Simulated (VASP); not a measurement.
Ir, 2 atoms in the cell. Symmetry: Fm-3m, No. 225, cubic system. The conventional cell has a = 3.850 Å, b = 3.850 Å, c = 3.850 Å, α = 90.00°, β = 90.00°, γ = 90.00°. Within 3.6 Å of Ir (site symmetry m-3m) lie 12 Ir at 2.72 Å. 

```yaml
Program: VASP 6.6.1
Task: single point
Functional: PBE
Potentials_or_basis: VASP PAW PBE potentials, release 64 (Ir)
Cutoff: 520 eV
k_mesh: 9 × 9 × 9
Occupations: fermi-dirac, width 0.1375 eV
Spin: non-collinear spin, typed start, spin-orbit coupling
Starting_moments: "[[-0.707, 0.0, 0.707], [-0.707, 0.0, 0.707]] μB"
Dipole_correction: no
Further_INCAR_settings: ALGO = Normal; EDIFF = 1e-07; NBANDS = 30
```

Potentials or basis: VASP PAW PBE potentials, release 64 (Ir).

The run is started by

```console
$ cat potpaw_PBE.64/Ir/POTCAR > POTCAR
$ mpirun -np 1 vasp_ncl > vasp.out
```

Hardware: 1 thread of Intel(R) Xeon(R) Platinum 8259CL CPU @ 2.50GHz (Skylake/Cascade Lake) (shared host).

**Question.** How long does it take, and how much memory?

**Answer.** It took 3.7 min on 1 thread of Intel(R) Xeon(R) Platinum 8259CL CPU @ 2.50GHz (Skylake/Cascade Lake), with other jobs on the host, peak memory 0.37 GiB. Counts: scf iterations 14, k points 205.
